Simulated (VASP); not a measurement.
# Ag (Fm-3m) in VASP: notebook, part 2 of 2

VASP 6.6.1. Earlier steps stand in the parts before.

## 3. Single point, r2SCAN (volume scaled by 1.03)

Input file POSCAR:

```
Ag
1.0
    0.0000000000      2.0724123813      2.0724123813
    2.0724123813      0.0000000000      2.0724123813
    2.0724123813      2.0724123813      0.0000000000
Ag
1
Direct
    0.0000000000      0.0000000000      0.0000000000
```

Input file INCAR.step1:

```
SYSTEM = Ag
PREC = Accurate
ENCUT = 520
ISMEAR = 0
SIGMA = 0.1
LREAL = .FALSE.
LASPH = .TRUE.
NELM = 80
NBANDS = 12
GGA = PE
ALGO = Normal
EDIFF = 1E-4
LWAVE = .TRUE.
LCHARG = .FALSE.
```

Input file INCAR.step2:

```
SYSTEM = Ag
PREC = Accurate
ENCUT = 520
EDIFF = 1E-6
ISMEAR = 0
SIGMA = 0.1
LREAL = .FALSE.
LASPH = .TRUE.
NELM = 80
ALGO = Normal
ISIF = 2
LWAVE = .FALSE.
LCHARG = .TRUE.
METAGGA = R2SCAN
LMIXTAU = .TRUE.
LELF = .TRUE.
LVHAR = .TRUE.
NBANDS = 12
ISTART = 1
```

Input file KPOINTS:

```
Automatic mesh
0
G
  18 18 18
  0 0 0
```

Potentials or basis: VASP PAW PBE potentials, release 64 (Ag).

The run is started by

```bash
$ cat potpaw_PBE.64/Ag/POTCAR > POTCAR
$ cp INCAR.step1 INCAR
$ mpirun -np 1 vasp_std > vasp.out
$ cp INCAR.step2 INCAR
$ mpirun -np 1 vasp_std > vasp.out
```

OUTCAR:

```text
SYSTEM = Ag
   PREC = Accurate
   ENCUT = 520
   EDIFF = 1E-6
   ISMEAR = 0
   LREAL = .FALSE.
   LASPH = .TRUE.
   NELM = 80
   ISIF = 2
   METAGGA = R2SCAN
   ISTART = 1

 ion  position               nearest neighbor table
   1  0.000  0.000  0.000-

  LATTYP: Found a face centered cubic cell.
 ALAT       =     4.1448247626

  Lattice vectors:

 A1 = (   0.0000000000,   2.0724123813,   2.0724123813)
 A2 = (   2.0724123813,   0.0000000000,   2.0724123813)
 A3 = (   2.0724123813,   2.0724123813,   0.0000000000)

Analysis of symmetry for initial positions (statically):
=====================================================================
 Subroutine PRICEL returns:
 Original cell was already a primitive cell.

 Routine SETGRP: Setting up the symmetry group for a
 face centered cubic supercell.

 Subroutine GETGRP returns: Found 48 space group operations
 (whereof 48 operations were pure point group operations)
 out of a pool of 48 trial point group operations.

The static configuration has the point symmetry O_h .

Analysis of symmetry for dynamics (positions and initial velocities):
=====================================================================
 Subroutine PRICEL returns:
 Original cell was already a primitive cell.

 Routine SETGRP: Setting up the symmetry group for a
 face centered cubic supercell.

 Subroutine GETGRP returns: Found 48 space group operations
 (whereof 48 operations were pure point group operations)
 out of a pool of 48 trial point group operations.

The dynamic configuration has the point symmetry O_h .

 Subroutine INISYM returns: Found 48 space group operations
 (whereof 48 operations are pure point group operations),
 and found     1 'primitive' translations

----------------------------------------------------------------------------------------

                                     Primitive cell

  volume of cell :      17.8016

  direct lattice vectors                    reciprocal lattice vectors
     0.000000000  2.072412381  2.072412381    -0.241264723  0.241264723  0.241264723
     2.072412381  0.000000000  2.072412381     0.241264723 -0.241264723  0.241264723
     2.072412381  2.072412381  0.000000000     0.241264723  0.241264723 -0.241264723

  length of vectors
     2.930833696  2.930833696  2.930833696     0.417882759  0.417882759  0.417882759

  position of ions in fractional coordinates (direct lattice)
     0.000000000  0.000000000  0.000000000

  ion indices of the primitive-cell ions
   primitive index   ion index
                 1           1

----------------------------------------------------------------------------------------

 KPOINTS: Automatic mesh

Automatic generation of k-mesh.
 Grid dimensions read from file:
 generate k-points for:   18   18   18

 Generating k-lattice:

  Cartesian coordinates                     Fractional coordinates (reciprocal lattice)
    -0.013403596  0.013403596  0.013403596     0.055555556  0.000000000  0.000000000
     0.013403596 -0.013403596  0.013403596     0.000000000  0.055555556  0.000000000
     0.013403596  0.013403596 -0.013403596     0.000000000  0.000000000  0.055555556

  Length of vectors
     0.023215709  0.023215709  0.023215709

  Shift w.r.t. Gamma in fractional coordinates (k-lattice)
     0.000000000  0.000000000  0.000000000

 Subroutine IBZKPT returns following result:
 ===========================================

 Found    195 irreducible k-points:

 Following reciprocal coordinates:
            Coordinates               Weight
  0.000000  0.000000  0.000000      1.000000
  0.055556  0.000000  0.000000      8.000000
  0.111111  0.000000  0.000000      8.000000
  0.166667  0.000000  0.000000      8.000000
  0.222222  0.000000  0.000000      8.000000
  0.277778  0.000000  0.000000      8.000000
[... 16 lines left out ...]
 -0.277778  0.055556  0.000000     24.000000
 -0.222222  0.055556  0.000000     24.000000
 [... further k-points ...]
   k-points           NKPTS =    195   k-points in BZ     NKDIM =    195   number of bands    NBANDS=     12
   number of dos      NEDOS =    301   number of ions     NIONS =      1
   total plane-waves  NPLWV =  13824
   dimension x,y,z NGX =    24 NGY =   24 NGZ =   24
   dimension x,y,z NGXF=    48 NGYF=   48 NGZF=   48
   ions per type =               1
   NGX,Y,Z   is equivalent  to a cutoff of  13.61, 13.61, 13.61 a.u.
   NGXF,Y,Z  is equivalent  to a cutoff of  27.23, 27.23, 27.23 a.u.
 SYSTEM =  Ag
   PREC   = accura    normal or accurate (medium, high low for compatibility)
   ISTART =      1    job   : 0-new  1-cont  2-samecut
   ICHARG =      0    charge: 1-file 2-atom 10-const
   ISPIN  =      1    spin polarized calculation?
   LNONCOLLINEAR =      F non collinear calculations
   LSORBIT =      F    spin-orbit coupling
   LASPH  =      T    aspherical Exc in radial PAW
   ENCUT  =  520.0 eV  38.22 Ry    6.18 a.u.   5.45  5.45  5.45*2*pi/ulx,y,z
   NELM   =     80;   NELMIN=  2; NELMDL=  0     # of ELM steps
   EDIFF  = 0.1E-05   stopping-criterion for ELM
   LREAL  =      F    real-space projection
   EDIFFG = 0.1E-04   stopping-criterion for IOM
   NSW    =      0    number of steps for IOM
   IBRION =     -1    ionic relax: 0-MD 1-quasi-New 2-CG
   NFREE  =      0    steps in history (QN), initial steepest desc. (CG)
   ISIF   =      2    stress and relaxation
   ISYM   =      2    0-nonsym 1-usesym 2-fastsym
   POTIM  = 0.5000    time-step for ionic-motion
   TEBEG  =    0.0;   TEEND  =   0.0 temperature during run
   PSTRESS=    0.0 pullay stress
   NELECT =      11.0000    total number of electrons
   NUPDOWN=      -1.0000    fix difference up-down
   EMIN   =  10.00;   EMAX   =-10.00  energy-range for DOS
   EFERMI =   0.00;   METHOD = LEGACY
   ISMEAR =     0;   SIGMA  =   0.10  broadening in eV -4-tet -1-fermi 0-gaus
   EFERMI_NEDOS =   21; number of points for ismear=-14 and -15
   IALGO  =     38    algorithm
   IMIX   =      4    mixing-type and parameters
     AMIX     =   0.40;   BMIX     =  1.00
     AMIX_MAG =   1.60;   BMIX_MAG =  1.00
  volume/ion in A,a.u.               =      17.80       120.13
  Fermi-wavevector in a.u.,A,eV,Ry     =   1.394396  2.635027 26.454365  1.944341
  Thomas-Fermi vector in A             =   2.517949
   LORBIT       =      0    0 simple, 1 ext, 2 COOP (PROOUT), +10 PAW based schemes
   METAGGA = R2SCAN    functional components
   LHFCALC =     F    Hartree Fock is set to
   AEXX    =    0.0000 exact exchange contribution
   IVDW    =     0    specifies the selected vdW correction
   LEPSILON=     F    determine dielectric tensor
   LRPA    =     F    only Hartree local field effects (RPA)
 non-spin polarized calculation
 Gauss-broadening in eV      SIGMA  =   0.10
  energy-cutoff  :      520.00
  volume of cell :       17.80
 maximum number of plane-waves:       531
 NGX is ok and might be reduce to    24
   NGX = 11   NGY = 11   NGZ = 11

 number of electron      11.0000000 magnetization

 Free energy of the ion-electron system (eV)
  ---------------------------------------------------
  ext. energy  EPLUGINS =         0.00000000
  ---------------------------------------------------
  free energy    TOTEN  =       -21.35654029 eV

  energy without entropy =      -21.35542039  energy(sigma->0) =      -21.35598034

 E-fermi :   7.8257     XC(G=0): -12.6712

 val. band max:        7.7926202041   @ k =   0.4444   0.3333   0.0000
 cond. band min:       7.9228637270   @ k =   0.5000   0.3333   0.1111
 fundamental gap:      0.1302435228
 Fermi energy:         7.8257348096

 k-point     1 :       0.0000    0.0000    0.0000
  band No.  band energies     occupation
      1       0.2145      2.00000
      2       2.8642      2.00000
      3       2.8642      2.00000
      4       2.8642      2.00000
      5       3.8308      2.00000
      6       3.8308      2.00000
      7      24.3896      0.00000
      8      27.8467      0.00000
      9      27.8467      0.00000
     10      27.8467      0.00000
     11      32.7057      0.00000
     12      33.4828      0.00000
[... 331 lines left out ...]
 k-point    24 :      -0.2222    0.0556    0.0000
  band No.  band energies     occupation
      1       1.5457      2.00000
      2       2.9310      2.00000
      3       3.0947      2.00000
      4       3.1551      2.00000
      5       3.7932      2.00000
      6       4.1578      2.00000
      7      19.4954      0.00000
      8      24.4406      0.00000
      9      26.7498      0.00000
     10      29.2140      0.00000
     11      30.0197      0.00000
     12      30.9317      0.00000

 [... further k-points ...]
[... 5 lines left out ...]
  --------------------------------------------------------------------------------------
  -------------------------------------------------------------------------------------
  Total       -0.3044801     -0.3044801     -0.3044801      0.0000000      0.0000000      0.0000000
  in kB      -27.4038121    -27.4038121    -27.4038121      0.0000000      0.0000000      0.0000000
  external PRESSURE =     -27.4038121 kB  Pullay stress =       0.0000000 kB

 VOLUME and BASIS-vectors are now :
 -----------------------------------------------------------------------------
  energy-cutoff  :      520.00
  volume of cell :       17.80
      direct lattice vectors                 reciprocal lattice vectors
     0.000000000  2.072412381  2.072412381    -0.241264723  0.241264723  0.241264723
     2.072412381  0.000000000  2.072412381     0.241264723 -0.241264723  0.241264723
     2.072412381  2.072412381  0.000000000     0.241264723  0.241264723 -0.241264723

 POSITION                                       TOTAL-FORCE (eV/Angst)
 -----------------------------------------------------------------------------------
      0.00000      0.00000      0.00000         0.000000     -0.000000      0.000000
 -----------------------------------------------------------------------------------
    total drift:                                0.000000      0.000000      0.000000

  FREE ENERGIE OF THE ION-ELECTRON SYSTEM (eV)
  ---------------------------------------------------
  free  energy   TOTEN  =       -21.3565402905 eV

  energy  without entropy=      -21.3554203948  energy(sigma->0) =      -21.35598034
```

OUTCAR.step1:

```text
SYSTEM = Ag
   PREC = Accurate
   ENCUT = 520
   ISMEAR = 0
   LREAL = .FALSE.
   LASPH = .TRUE.
   NELM = 80
[... 577 lines left out ...]
 -----------------------------------------------------------------------------------
      0.00000      0.00000      0.00000         0.000000      0.000000      0.000000
 -----------------------------------------------------------------------------------
    total drift:                               -0.000000      0.000000      0.000000

  FREE ENERGIE OF THE ION-ELECTRON SYSTEM (eV)
  ---------------------------------------------------
  free  energy   TOTEN  =        -2.7207930361 eV

  energy  without entropy=       -2.7197138102  energy(sigma->0) =       -2.72025342
```

Wall time 40 s (1 thread of Intel Xeon 6975P-C (Granite Rapids), shared host); peak memory 0.17 GiB.

Results:

```yaml
Free_energy: -21.3565 eV
Pressure: -2.7 GPa
```

Caveat: the cell differs from its parent crystal (volume scaled by 1.03); the PAW data sets were made with another functional, which shifts forces and pressure a little.

## 4. Single point, r2SCAN (volume scaled by 1.06)

Input file POSCAR:

```
Ag
1.0
    0.0000000000      2.0923406459      2.0923406459
    2.0923406459      0.0000000000      2.0923406459
    2.0923406459      2.0923406459      0.0000000000
Ag
1
Direct
    0.0000000000      0.0000000000      0.0000000000
```

Input file INCAR.step1:

```
  PREC = Accurate
  ENCUT = 520
  ISMEAR = 0
  SIGMA = 0.1
  LREAL = False
  LASPH = True
  NELM = 100
  NBANDS = 12
  GGA = PE
  ALGO = Normal
  EDIFF = 1E-4
  LWAVE = True
  LCHARG = False
```

Input file INCAR.step2:

```
  PREC = Accurate
  ENCUT = 520
  EDIFF = 1E-6
  ISMEAR = 0
  SIGMA = 0.1
  LREAL = False
  LASPH = True
  NELM = 100
  ALGO = Normal
  ISIF = 2
  LWAVE = False
  LCHARG = False
  METAGGA = R2SCAN
  LMIXTAU = True
  NBANDS = 12
  ISTART = 1
```

Input file KPOINTS:

```
Automatic mesh
0
Gamma
  18 18 18
```

The run is started by

```bash
$ cat potpaw_PBE.64/Ag/POTCAR > POTCAR
$ cp INCAR.step1 INCAR
$ mpirun -np 1 vasp_std > vasp.out
$ cp INCAR.step2 INCAR
$ mpirun -np 1 vasp_std > vasp.out
```

It took 40 s on 1 thread of Intel Xeon 6975P-C (Granite Rapids), shared host; peak memory 0.17 GiB.

It converged, with:

| Quantity | Value |
| --- | --- |
| Free energy | -21.3440 eV |
| Pressure | -5.1 GPa |

Levels at points of the mesh, in eV from the Fermi level:
```tsv
k point	band 4	band 5	band 6	band 7	band 8	band 9
(0.00, 0.00, 0.00)	-4.88	-3.96	-3.96	16.47	19.74	19.74
(0.50, 0.00, 0.00)	-3.24	-3.24	-0.12	3.32	15.70	17.83
(0.50, 0.50, 0.00)	-3.05	-3.05	1.81	6.43	10.76	10.76
```

Caveat: the cell differs from its parent crystal (volume scaled by 1.06); the PAW data sets were made with another functional, which shifts forces and pressure a little.

## 5. Single point, r2SCAN

Input file POSCAR:

```
Ag
1.0
    0.0000000000      2.0520933017      2.0520933017
    2.0520933017      0.0000000000      2.0520933017
    2.0520933017      2.0520933017      0.0000000000
Ag
1
Direct
    0.0000000000      0.0000000000      0.0000000000
```

Input file INCAR.step1:

```
PREC = Accurate
ENCUT = 520
ISMEAR = 0
SIGMA = 0.1
LREAL = False
LASPH = True
NELM = 80
NBANDS = 12
GGA = PE
ALGO = Normal
EDIFF = 1E-4
LWAVE = True
LCHARG = False
```

Input file INCAR.step2:

```
PREC = Accurate
ENCUT = 520
EDIFF = 1E-6
ISMEAR = 0
SIGMA = 0.1
LREAL = False
LASPH = True
NELM = 80
ALGO = Normal
ISIF = 2
LWAVE = False
LCHARG = False
METAGGA = R2SCAN
LMIXTAU = True
NBANDS = 12
ISTART = 1
```

KPOINTS is that of step 4.

The run is started by

```bash
$ cat potpaw_PBE.64/Ag/POTCAR > POTCAR
$ cp INCAR.step1 INCAR
$ mpirun -np 1 vasp_std > vasp.out
$ cp INCAR.step2 INCAR
$ mpirun -np 1 vasp_std > vasp.out
```

It took 2 min on 1 thread of Intel Xeon Platinum 8375C at 2.90GHz (Ice Lake), shared host; peak memory 0.17 GiB.

Results (log left out):

```yaml
Free_energy: -21.3608 eV
Pressure: 0.1 GPa
```

Levels at points of the mesh, in eV from the Fermi level:
```csv
k point,band 4,band 5,band 6,band 7,band 8,band 9
"(0.00, 0.00, 0.00)",-5.06,-4.04,-4.04,16.65,20.30,20.30
"(0.50, 0.00, 0.00)",-3.24,-3.24,-0.26,3.66,15.89,18.50
"(0.50, 0.50, 0.00)",-3.03,-3.03,1.77,6.90,11.10,11.10
```

Caveat: the PAW data sets were made with another functional, which shifts forces and pressure a little.

## 6. Relaxation of cell and atoms, r2SCAN

This run uses another cell than the first one, of 17.05 Å³/atom, 0.986 times its volume.

Input file POSCAR:

```
Ag
1.0
    0.0000000000      2.0427500000      2.0427500000
    2.0427500000      0.0000000000      2.0427500000
    2.0427500000      2.0427500000      0.0000000000
Ag
1
Direct
    0.0000000000      0.0000000000      0.0000000000
```

Input file INCAR.step1:

```
SYSTEM = Ag
PREC = Accurate
ENCUT = 600
ISMEAR = 0
SIGMA = 0.1
LREAL = .FALSE.
LASPH = .TRUE.
NELM = 80
GGA = PE
ALGO = Normal
EDIFF = 1E-4
LWAVE = .TRUE.
LCHARG = .FALSE.
```

Input file INCAR.step2:

```
SYSTEM = Ag
PREC = Accurate
ENCUT = 600
EDIFF = 1E-6
ISMEAR = 0
SIGMA = 0.1
LREAL = .FALSE.
LASPH = .TRUE.
NELM = 80
ALGO = Normal
ISIF = 3
LWAVE = .FALSE.
LCHARG = .FALSE.
METAGGA = R2SCAN
LMIXTAU = .TRUE.
IBRION = 2
NSW = 100
EDIFFG = -0.005
ISTART = 1
```

Input file KPOINTS:

```
Automatic mesh
0
G
  18 18 18
  0 0 0
```

Potentials or basis: VASP PAW PBE potentials, release 64 (Ag).

The run is started by

```bash
$ cat potpaw_PBE.64/Ag/POTCAR > POTCAR
$ cp INCAR.step1 INCAR
$ mpirun -np 1 vasp_std > vasp.out
$ cp INCAR.step2 INCAR
$ mpirun -np 1 vasp_std > vasp.out
```

Wall time 3.7 min (1 thread of Intel Xeon 6975P-C, shared host); peak memory 0.19 GiB.

Results (log left out):

- Free energy: -21.3602 eV
- Relaxed volume: 17.31 Å³/atom
- Relaxed cell: a = 2.903 Å, b = 2.903 Å, c = 2.903 Å, α = 60.00°, β = 60.00°, γ = 60.00°
- Space group after relaxing (to 0.05 Å): Fm-3m (No. 225)
- Energy gained by relaxing: 1.2 meV/atom
- Ionic steps: 4
- Pressure after relaxing: 0.0 GPa

The path:
| step | energy change (eV) | largest force (eV/Å) | pressure (GPa) | volume (Å³) |
| --- | --- | --- | --- | --- |
| 1 | 0.0000 | 0.0000 | 1.62 | 17.05 |
| 2 | -0.0006 | 0.0000 | -1.03 | 17.48 |
| 3 | -0.0012 | 0.0000 | 0.05 | 17.30 |
| 4 | -0.0012 | 0.0000 | -0.04 | 17.31 |

Final structure:
```
Ag
1.0
     0.00000    2.05298    2.05298
     2.05298    0.00000    2.05298
     2.05298    2.05298    0.00000
Ag
1
Direct
  0.00000 0.00000 0.00000
```

Levels at points of the mesh, in eV from the Fermi level:
```
           k point  band 2  band 3  band 4  band 5  band 6  band 7  band 8  band 9
(0.00, 0.00, 0.00)   -5.05   -5.05   -5.05   -4.04   -4.04   16.65   20.29   20.29
(0.50, 0.00, 0.00)   -5.08   -5.08   -3.24   -3.24   -0.26    3.66   15.89   18.48
(0.50, 0.50, 0.00)   -6.55   -3.28   -3.03   -3.03    1.78    6.89   11.09   11.09
```

Caveat: the PAW data sets were made with another functional, which shifts forces and pressure a little. Zero-point motion and thermal expansion aren't in these numbers.

## 7. Overview

| task | cell | cutoff (eV) | gap on the mesh (eV) | pressure (GPa) |
| --- | --- | --- | --- | --- |
| single point | a = 2.902 Å, angles 60.0°, 1 atom | 520 | none | 0.1 |
| single point | a = 2.931 Å, angles 60.0°, 1 atom | 520 | none | -2.7 |
| single point | a = 2.959 Å, angles 60.0°, 1 atom | 520 | none | -5.1 |
| relaxation of cell and atoms | relaxed from a = 2.889 Å, angles 60.0°, 1 atom | 600 | none | 0.0 |

Alike in all rows: level r2SCAN; potentials or basis VASP PAW PBE potentials, release 64 (Ag); no spin polarisation; k mesh 18 × 18 × 18; smearing gaussian 0.1 eV.

Caveats: the PAW data sets were made with another functional, which shifts forces and pressure a little.

Absolute energies hang on the potentials; compare differences alone.
